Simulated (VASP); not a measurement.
# CdS (Greenockite) (P6_3mc) in VASP: single point with PBE

Aim: the single point of CdS (Greenockite) with PBE.

All numbers are computed with VASP 6.6.1; they aren't measurements. Logs are shortened: lines on timing, memory, paths and dates and some standing lists are left out, and cuts for length are marked.

### Step 1. The cell of the first run

The structure is hexagonal, space group P6_3mc (No. 186). Conventional cell: a = 4.150 Å, b = 4.150 Å, c = 6.737 Å, α = 90.00°, β = 90.00°, γ = 120.00°. Within 3.3 Å of Cd (site symmetry 3m) lie 4 S at 2.53 to 2.54 Å. S (site symmetry 3m) has 4 Cd at 2.53 to 2.54 Å within 3.3 Å.

### Step 2. Single point, PBE

Input file INCAR:

```
SYSTEM = CdS
PREC = Accurate ; ENCUT = 520
EDIFF = 1E-7 ; ISMEAR = 0
SIGMA = 0.01 ; LREAL = .FALSE.
LASPH = .TRUE. ; NELM = 100
ALGO = Normal ; ISIF = 2
LWAVE = .FALSE. ; LCHARG = .FALSE.
GGA = PE ; NBANDS = 26
```

Input file KPOINTS:

```
regular mesh
0
G
  6 6 2
  0 0 0
```

Input file POSCAR:

```
CdS
1.0
    4.1500000000      0.0000000000      0.0000000000
   -2.0750000000      3.5940050000      0.0000000000
    0.0000000000      0.0000000000      6.7370000000
Cd S
2 2
Direct
    0.3333333333      0.6666666667      0.0000000000
    0.6666666667      0.3333333333      0.5000000000
    0.3333333333      0.6666666667      0.3750000000
    0.6666666667      0.3333333333      0.8750000000
```

Potentials or basis: VASP PAW PBE potentials, release 64 (Cd, S).

The run is started by

```console
> cat potpaw_PBE.64/Cd/POTCAR potpaw_PBE.64/S/POTCAR > POTCAR
> mpirun -np 1 vasp_std > vasp.out
```

OUTCAR:

```text
SYSTEM = CdS
   PREC = Accurate
   ENCUT = 520
   EDIFF = 1E-7
   ISMEAR = 0
   LREAL = .FALSE.
   LASPH = .TRUE.
   NELM = 100
   ISIF = 2
   GGA = PE

 ion  position               nearest neighbor table
   1  0.333  0.667  0.000-   3 2.53   4 2.54   4 2.54   4 2.54
   2  0.667  0.333  0.500-   4 2.53   3 2.54   3 2.54   3 2.54
   3  0.333  0.667  0.375-   1 2.53   2 2.54   2 2.54   2 2.54
   4  0.667  0.333  0.875-   2 2.53   1 2.54   1 2.54   1 2.54

  LATTYP: Found a hexagonal cell.
 ALAT       =     4.1500000000
 C/A-ratio  =     1.6233734940

  Lattice vectors:

 A1 = (   4.1500000000,   0.0000000000,   0.0000000000)
 A2 = (  -2.0750000000,   3.5940050000,   0.0000000000)
 A3 = (   0.0000000000,   0.0000000000,   6.7370000000)

Analysis of symmetry for initial positions (statically):
=====================================================================
 Subroutine PRICEL returns:
 Original cell was already a primitive cell.

 Routine SETGRP: Setting up the symmetry group for a
 hexagonal supercell.

 Subroutine GETGRP returns: Found 12 space group operations
 (whereof  6 operations were pure point group operations)
 out of a pool of 24 trial point group operations.

The static configuration has the point symmetry C_3v.
 The point group associated with its full space group is C_6v.

Analysis of symmetry for dynamics (positions and initial velocities):
=====================================================================
 Subroutine PRICEL returns:
 Original cell was already a primitive cell.

 Routine SETGRP: Setting up the symmetry group for a
 hexagonal supercell.

 Subroutine GETGRP returns: Found 12 space group operations
 (whereof  6 operations were pure point group operations)
 out of a pool of 24 trial point group operations.

The dynamic configuration has the point symmetry C_3v.
 The point group associated with its full space group is C_6v.

 Subroutine INISYM returns: Found 12 space group operations
 (whereof  6 operations are pure point group operations),
 and found     1 'primitive' translations

----------------------------------------------------------------------------------------

                                     Primitive cell

  volume of cell :     100.4832

  direct lattice vectors                    reciprocal lattice vectors
     4.150000000  0.000000000  0.000000000     0.240963855  0.139120563  0.000000000
    -2.075000000  3.594005000  0.000000000     0.000000000  0.278241127  0.000000000
     0.000000000  0.000000000  6.737000000     0.000000000  0.000000000  0.148434021

  length of vectors
     4.150000000  4.149999631  6.737000000     0.278241102  0.278241127  0.148434021

  position of ions in fractional coordinates (direct lattice)
     0.333333333  0.666666667  0.000000000
     0.666666667  0.333333333  0.500000000
     0.333333333  0.666666667  0.375000000
     0.666666667  0.333333333  0.875000000

  ion indices of the primitive-cell ions
   primitive index   ion index
                 1           1
                 2           2
                 3           3
                 4           4

----------------------------------------------------------------------------------------

 KPOINTS: regular mesh

Automatic generation of k-mesh.
 Grid dimensions read from file:
 generate k-points for:    6    6    2

 Generating k-lattice:

  Cartesian coordinates                     Fractional coordinates (reciprocal lattice)
     0.040160643  0.023186761  0.000000000     0.166666667 -0.000000000  0.000000000
     0.000000000  0.046373521  0.000000000     0.000000000  0.166666667  0.000000000
     0.000000000  0.000000000  0.074217011     0.000000000  0.000000000  0.500000000

  Length of vectors
     0.046373517  0.046373521  0.074217011

  Shift w.r.t. Gamma in fractional coordinates (k-lattice)
     0.000000000  0.000000000  0.000000000

 Subroutine IBZKPT returns following result:
 ===========================================

 Found     14 irreducible k-points:

 Following reciprocal coordinates:
            Coordinates               Weight
  0.000000  0.000000  0.000000      1.000000
  0.166667 -0.000000  0.000000      6.000000
  0.333333 -0.000000  0.000000      6.000000
  0.500000 -0.000000  0.000000      3.000000
  0.166667  0.166667  0.000000      6.000000
  0.333333  0.166667  0.000000     12.000000
  0.333333  0.333333  0.000000      2.000000
  0.000000  0.000000  0.500000      1.000000
  0.166667 -0.000000  0.500000      6.000000
  0.333333 -0.000000  0.500000      6.000000
  0.500000 -0.000000  0.500000      3.000000
  0.166667  0.166667  0.500000      6.000000
  0.333333  0.166667  0.500000     12.000000
  0.333333  0.333333  0.500000      2.000000
   k-points           NKPTS =     14   k-points in BZ     NKDIM =     14   number of bands    NBANDS=     26
   number of dos      NEDOS =    301   number of ions     NIONS =      4
   total plane-waves  NPLWV =  51200
   dimension x,y,z NGX =    32 NGY =   32 NGZ =   50
   dimension x,y,z NGXF=    64 NGYF=   64 NGZF=  100
   ions per type =               2   2
   NGX,Y,Z   is equivalent  to a cutoff of  12.82, 12.82, 12.34 a.u.
   NGXF,Y,Z  is equivalent  to a cutoff of  25.64, 25.64, 24.68 a.u.
 SYSTEM =  CdS
   PREC   = accura    normal or accurate (medium, high low for compatibility)
   ISTART =      0    job   : 0-new  1-cont  2-samecut
   ICHARG =      2    charge: 1-file 2-atom 10-const
   ISPIN  =      1    spin polarized calculation?
   LNONCOLLINEAR =      F non collinear calculations
   LSORBIT =      F    spin-orbit coupling
   LASPH  =      T    aspherical Exc in radial PAW
   ENCUT  =  520.0 eV  38.22 Ry    6.18 a.u.   7.72  7.72 12.53*2*pi/ulx,y,z
   NELM   =    100;   NELMIN=  2; NELMDL= -5     # of ELM steps
   EDIFF  = 0.1E-06   stopping-criterion for ELM
   LREAL  =      F    real-space projection
   EDIFFG = 0.1E-05   stopping-criterion for IOM
   NSW    =      0    number of steps for IOM
   IBRION =     -1    ionic relax: 0-MD 1-quasi-New 2-CG
   NFREE  =      0    steps in history (QN), initial steepest desc. (CG)
   ISIF   =      2    stress and relaxation
   ISYM   =      2    0-nonsym 1-usesym 2-fastsym
   POTIM  = 0.5000    time-step for ionic-motion
   TEBEG  =    0.0;   TEEND  =   0.0 temperature during run
   PSTRESS=    0.0 pullay stress
   NELECT =      36.0000    total number of electrons
   NUPDOWN=      -1.0000    fix difference up-down
   EMIN   =  10.00;   EMAX   =-10.00  energy-range for DOS
   EFERMI =   0.00;   METHOD = LEGACY
   ISMEAR =     0;   SIGMA  =   0.01  broadening in eV -4-tet -1-fermi 0-gaus
   EFERMI_NEDOS =   21; number of points for ismear=-14 and -15
   IALGO  =     38    algorithm
   IMIX   =      4    mixing-type and parameters
     AMIX     =   0.40;   BMIX     =  1.00
     AMIX_MAG =   1.60;   BMIX_MAG =  1.00
  volume/ion in A,a.u.               =      25.12       169.52
  Fermi-wavevector in a.u.,A,eV,Ry     =   1.162727  2.197236 18.394191  1.351935
  Thomas-Fermi vector in A             =   2.299285
   LORBIT       =      0    0 simple, 1 ext, 2 COOP (PROOUT), +10 PAW based schemes
   GGA     = PE    functional components
   LHFCALC =     F    Hartree Fock is set to
   AEXX    =    0.0000 exact exchange contribution
   IVDW    =     0    specifies the selected vdW correction
   LEPSILON=     F    determine dielectric tensor
   LRPA    =     F    only Hartree local field effects (RPA)
 non-spin polarized calculation
 Gauss-broadening in eV      SIGMA  =   0.01
  energy-cutoff  :      520.00
  volume of cell :      100.48
 maximum number of plane-waves:      2731
 NGX is ok and might be reduce to    32
   NGX = 15   NGY = 15   NGZ = 25

 number of electron      35.9999996 magnetization

 Free energy of the ion-electron system (eV)
  ---------------------------------------------------
  ext. energy  EPLUGINS =         0.00000000
  ---------------------------------------------------
  free energy    TOTEN  =       -12.26483744 eV

  energy without entropy =      -12.26483744  energy(sigma->0) =      -12.26483744

 E-fermi :   1.2984     XC(G=0):  -9.0848

 val. band max:        1.2054746245   @ k =   0.0000   0.0000   0.0000
 cond. band min:       2.4047199534   @ k =   0.0000   0.0000   0.0000
 fundamental gap:      1.1992453289
 Fermi energy:         1.2984289315

 k-point     1 :       0.0000    0.0000    0.0000
  band No.  band energies     occupation
      1     -11.0905      2.00000
      2     -10.6659      2.00000
      3      -6.4676      2.00000
      4      -6.4462      2.00000
      5      -6.4462      2.00000
      6      -6.3608      2.00000
[... 18 lines left out ...]
     25       8.7926      0.00000
     26       8.9089      0.00000

 k-point     2 :       0.1667   -0.0000    0.0000
  band No.  band energies     occupation
      1     -10.9984      2.00000
      2     -10.6271      2.00000
      3      -6.4342      2.00000
      4      -6.4109      2.00000
      5      -6.3776      2.00000
      6      -6.3157      2.00000
[... 18 lines left out ...]
     25       8.7539      0.00000
     26       9.3604      0.00000

 k-point     3 :       0.3333   -0.0000    0.0000
  band No.  band energies     occupation
      1     -10.7992      2.00000
      2     -10.5627      2.00000
      3      -6.3794      2.00000
      4      -6.3579      2.00000
      5      -6.2418      2.00000
      6      -6.2045      2.00000
[... 18 lines left out ...]
     25       9.5411      0.00000
     26      10.0304      0.00000

 k-point     4 :       0.5000   -0.0000    0.0000
  band No.  band energies     occupation
      1     -10.6814      2.00000
      2     -10.5484      2.00000
      3      -6.3630      2.00000
      4      -6.3421      2.00000
      5      -6.1650      2.00000
      6      -6.1554      2.00000
[... 18 lines left out ...]
     25       9.5938      0.00000
     26      11.3431      0.00000

 k-point     5 :       0.1667    0.1667    0.0000
  band No.  band energies     occupation
      1     -10.8520      2.00000
      2     -10.5764      2.00000
      3      -6.3804      2.00000
      4      -6.3773      2.00000
      5      -6.2587      2.00000
      6      -6.2583      2.00000
[... 18 lines left out ...]
     25       9.3298      0.00000
     26       9.8239      0.00000

 k-point     6 :       0.3333    0.1667    0.0000
  band No.  band energies     occupation
      1     -10.6828      2.00000
      2     -10.5490      2.00000
      3      -6.3736      2.00000
      4      -6.3182      2.00000
      5      -6.1859      2.00000
      6      -6.1672      2.00000
[... 18 lines left out ...]
     25       9.7521      0.00000
     26      10.2724      0.00000

 k-point     7 :       0.3333    0.3333    0.0000
  band No.  band energies     occupation
      1     -10.5842      2.00000
      2     -10.5842      2.00000
      3      -6.3906      2.00000
      4      -6.2227      2.00000
      5      -6.2227      2.00000
      6      -6.1495      2.00000
[... 18 lines left out ...]
     25       9.8759      0.00000
     26       9.8759      0.00000

 k-point     8 :       0.0000    0.0000    0.5000
  band No.  band energies     occupation
      1     -10.8742      2.00000
      2     -10.8742      2.00000
      3      -6.4103      2.00000
      4      -6.4103      2.00000
      5      -6.4103      2.00000
      6      -6.4103      2.00000
[... 18 lines left out ...]
     25       8.0336      0.00000
     26       8.0336      0.00000

 k-point     9 :       0.1667   -0.0000    0.5000
  band No.  band energies     occupation
      1     -10.8067      2.00000
      2     -10.8067      2.00000
      3      -6.3733      2.00000
      4      -6.3733      2.00000
      5      -6.3646      2.00000
      6      -6.3646      2.00000
[... 18 lines left out ...]
     25       8.5244      0.00000
     26       8.5244      0.00000

 k-point    10 :       0.3333   -0.0000    0.5000
  band No.  band energies     occupation
      1     -10.6717      2.00000
      2     -10.6717      2.00000
      3      -6.3345      2.00000
      4      -6.3345      2.00000
      5      -6.2800      2.00000
      6      -6.2800      2.00000
[... 18 lines left out ...]
     25       9.3479      0.00000
     26       9.3479      0.00000

 k-point    11 :       0.5000   -0.0000    0.5000
  band No.  band energies     occupation
      1     -10.6045      2.00000
      2     -10.6045      2.00000
      3      -6.3321      2.00000
      4      -6.3321      2.00000
      5      -6.2446      2.00000
      6      -6.2446      2.00000
[... 18 lines left out ...]
     25       9.5966      0.00000
     26       9.5966      0.00000

 k-point    12 :       0.1667    0.1667    0.5000
  band No.  band energies     occupation
      1     -10.7056      2.00000
      2     -10.7056      2.00000
      3      -6.3307      2.00000
      4      -6.3307      2.00000
      5      -6.3017      2.00000
      6      -6.3017      2.00000
[... 18 lines left out ...]
     25       9.1940      0.00000
     26       9.1940      0.00000

 k-point    13 :       0.3333    0.1667    0.5000
  band No.  band energies     occupation
      1     -10.6055      2.00000
      2     -10.6055      2.00000
      3      -6.3073      2.00000
      4      -6.3073      2.00000
      5      -6.2545      2.00000
      6      -6.2545      2.00000
[... 18 lines left out ...]
     25       9.6704      0.00000
     26       9.6704      0.00000

 k-point    14 :       0.3333    0.3333    0.5000
  band No.  band energies     occupation
      1     -10.5732      2.00000
      2     -10.5732      2.00000
      3      -6.2780      2.00000
      4      -6.2780      2.00000
      5      -6.2550      2.00000
      6      -6.2550      2.00000
[... 18 lines left out ...]
     25      10.5393      0.00000
     26      10.5393      0.00000

------------------------ aborting loop because EDIFF is reached ----------------------------------------

  FORCE on cell =-STRESS in cart. coord.  units (eV):
  Direction    XX          YY          ZZ          XY          YZ          ZX
  --------------------------------------------------------------------------------------
  -------------------------------------------------------------------------------------
  Total        1.3733185      1.3733182      1.7631519      0.0000000      0.0000000      0.0000000
  in kB       21.8971976     21.8971925     28.1129870      0.0000000      0.0000000      0.0000000
  external PRESSURE =      23.9691257 kB  Pullay stress =       0.0000000 kB

 VOLUME and BASIS-vectors are now :
 -----------------------------------------------------------------------------
  energy-cutoff  :      520.00
  volume of cell :      100.48
      direct lattice vectors                 reciprocal lattice vectors
     4.150000000  0.000000000  0.000000000     0.240963855  0.139120563  0.000000000
    -2.075000000  3.594005000  0.000000000     0.000000000  0.278241127  0.000000000
     0.000000000  0.000000000  6.737000000     0.000000000  0.000000000  0.148434021

 POSITION                                       TOTAL-FORCE (eV/Angst)
 -----------------------------------------------------------------------------------
     -0.00000      2.39600      0.00000         0.000000      0.000000     -0.067203
      2.07500      1.19800      3.36850        -0.000000     -0.000000     -0.067203
     -0.00000      2.39600      2.52637         0.000000     -0.000000      0.067203
      2.07500      1.19800      5.89487        -0.000000      0.000000      0.067203
 -----------------------------------------------------------------------------------
    total drift:                               -0.000000     -0.000000     -0.000673

  FREE ENERGIE OF THE ION-ELECTRON SYSTEM (eV)
  ---------------------------------------------------
  free  energy   TOTEN  =       -12.2648374367 eV

  energy  without entropy=      -12.2648374367  energy(sigma->0) =      -12.26483744
```

Run time: 47 s. Hardware: 1 thread of Intel Xeon Platinum 8375C at 2.90GHz (Ice Lake), shared host; peak memory 0.22 GiB.

Results:

```yaml
Free_energy: -12.2648 eV
Pressure: 2.4 GPa
Largest_force: 0.067 eV/Å
Band_gap_on_the_k_mesh: 1.20 eV, direct
```

Forces in eV/Å, atoms in the order of the input:
```
Cd   0.000  0.000 -0.067
Cd   0.000  0.000 -0.067
S    0.000  0.000  0.067
S    0.000  0.000  0.067
```

Caveat: the k points lie up to 0.47 Å⁻¹ apart.
